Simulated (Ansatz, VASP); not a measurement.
## Tl2Cl: VASP beside Ansatz

```
CELL_PARAMETERS angstrom
0.00000 4.60839 4.60839
4.60839 0.00000 4.60839
4.60839 4.60839 0.00000
ATOMIC_POSITIONS crystal
Tl 0.62500 0.62500 0.62500
Tl 0.12500 0.62500 0.62500
Tl 0.62500 0.62500 0.12500
Tl 0.62500 0.12500 0.62500
Cl 0.00000 0.00000 0.00000
Cl 0.25000 0.25000 0.25000
```

Alike in both runs: functional PBE; k mesh 4 × 4 × 4; occupations gaussian, width 0.1 eV; no spin polarisation.

Ansatz relaxed the structure, and its values are those at the end. VASP's run is a single point on that final structure, the one shown.

```csv
,VASP,Ansatz
version,VASP 6.6.1,Ansatz 0.2.0
potentials or method,"VASP PAW PBE potentials, release 64 (Tl_d, Cl), cutoff 520 eV","scalar-relativistic, plane waves, PAW"
valence electrons in the cell,66,66
```

```tsv
	VASP	Ansatz	Ansatz less VASP
gap on the k mesh at the Fermi level (eV)	none	none	-
pressure (GPa)	0.2	0.2	+0.06
```

A gap of «none» marks a metal or a gap that the smearing closes.

Neither program's run includes spin-orbit coupling.
